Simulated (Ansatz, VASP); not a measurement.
## Sn in VASP and in Ansatz

```xyz
1
Lattice="-1.7265 1.7755 2.3383 1.7265 -1.7755 2.3383 1.7265 1.7755 -2.3383" Properties=species:S:1:pos:R:3 pbc="T T T"
Sn    0.0000    0.0000    0.0000
```

Alike in both runs: task relaxation of cell and atoms; functional BLYP; k mesh 11 × 11 × 11; occupations fermi-dirac, width 0.05 eV; no spin polarisation.

|  | VASP | Ansatz |
| --- | --- | --- |
| version | VASP 6.6.1 | Ansatz 0.2.0 |
| potentials or method | VASP PAW PBE potentials, release 64 (Sn_d) | Ansatz PAW |
| plane-wave cutoff (eV) | 600 | 420 |
| valence electrons in the cell | 14 | 14 |

|  | VASP | Ansatz | Ansatz less VASP |
| --- | --- | --- | --- |
| gap on the k mesh at the Fermi level, each at its own relaxed structure (eV) | none | none | - |
| relaxed volume (Å³/atom) | 30.89 | 30.86 | -0.023 |
| relaxed length of the cell vector where the two differ most in proportion (Å) | 3.519 | 3.520 | +0.0011 |

VASP's potentials were made for PBE, not for BLYP. A gap of «none» marks a metal or a gap that the smearing closes.

Noted on Ansatz's run: the plane-wave basis is chosen anew once the cell has moved, so the energies of steps on either side of that aren't comparable.
